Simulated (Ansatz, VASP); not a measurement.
## Two plane-wave programs on Zr3Si2F

```
Zr Si F
1.0
     6.64909    0.00000    0.00000
    -3.32455    5.75828    0.00000
     0.00000    0.00000    3.71426
Zr Si F
3 2 1
Cartesian
  -1.6623 2.8791 1.8571
  1.6623 2.8791 1.8571
  3.3245 0.0000 1.8571
  3.3245 1.9194 0.0000
  0.0000 3.8389 0.0000
  0.0000 0.0000 0.0000
```

Change from the starting cell: species swapped into the LaGa2Rh3 type (P6/mmm, No. 191).

Alike in both runs: functional PBE; k mesh 6 × 6 × 10; occupations gaussian, width 0.1 eV; no spin polarisation.

Ansatz relaxed the structure, and its values are those at the end. VASP's run is a single point on that final structure, the one shown.

|  | VASP | Ansatz |
| --- | --- | --- |
| version | VASP 6.6.1 | Ansatz 0.2.0 |
| potentials or method | VASP PAW PBE potentials, release 64 (Zr_sv, Si, F), cutoff 520 eV | scalar-relativistic, plane waves, PAW |
| valence electrons in the cell | 51 | 51 |

|  | VASP | Ansatz | Ansatz less VASP |
| --- | --- | --- | --- |
| gap on the k mesh at the Fermi level (eV) | none | none | - |
| pressure (GPa) | 0.0 | 0.0 | 0.00 |

A gap of «none» marks a metal or a gap that the smearing closes. The functional is the same, so the differences come from potentials, cutoffs and numerics.
